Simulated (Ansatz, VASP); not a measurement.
One calculation of Al, two programs

File INCAR:

```
SYSTEM = Al
ALGO = Normal
EDIFF = 1E-6
ENCUT = 520
GGA = PS
ISIF = 2
ISMEAR = 0
LASPH = .True.
LCHARG = .False.
LREAL = .False.
LWAVE = .False.
NBANDS = 10
NELM = 60
PREC = Accurate
SIGMA = 0.15
```

Contents of KPOINTS:

```
k-points
0
Gamma
  18 18 10
  0 0 0
```

File POSCAR:

```
Al
1.0
    2.6502000000      0.0000000000      0.0000000000
   -1.3251000000      2.2951405251      0.0000000000
    0.0000000000      0.0000000000      4.3414000000
Al
2
Direct
    0.6666666667      0.3333333333      0.7500000000
    0.3333333333      0.6666666667      0.2500000000
```

Input for Ansatz:

```yaml
crystal:
  lattice:
    - [2.6502, 0.0, 0.0]
    - [-1.3251, 2.2951405251, 0.0]
    - [0.0, 0.0, 4.3414]
  atoms:
    - { symbol: Al, position: [0.6666666667, 0.3333333333, 0.75] }
    - { symbol: Al, position: [0.3333333333, 0.6666666667, 0.25] }
basis:
  ecutwfc: 420
kpoints:
  mp_grid: { grid: [18, 18, 10] }
hamiltonian:
  xc: pbesol
  pseudopotentials: { kind: paw, azcp: { folder: soft_1 } }
scf:
  occupations: { method: gaussian, width: 0.15 }
output:
  forces: true
  stress: true
  eigenvalues: true
```

Alike in both runs: task single point; functional PBEsol; k mesh 18 × 18 × 10; occupations gaussian, width 0.15 eV; no spin polarisation.

|  | VASP | Ansatz |
| --- | --- | --- |
| version | VASP 6.6.1 | Ansatz 0.2.0 |
| potentials or method | VASP PAW PBE potentials, release 64 (Al), cutoff 520 eV | scalar-relativistic, plane waves, PAW |
| valence electrons in the cell | 6 | 6 |

Ansatz gave:

| Property | Result |
| --- | --- |
| gap on the k mesh at the Fermi level (eV) | none |
| pressure (GPa) | 26.3 |
| traceless stress, the component that is largest in VASP (GPa) | -0.21 |

Question: Which values does VASP return?

Answer: gap on the k mesh at the Fermi level (eV): none; pressure (GPa): 26.5; traceless stress, the component that is largest in VASP (GPa): -0.22.

VASP's potentials were made for PBE, not for PBEsol, and Ansatz warns of the same on its side. A gap of «none» marks a metal or a gap that the smearing closes.
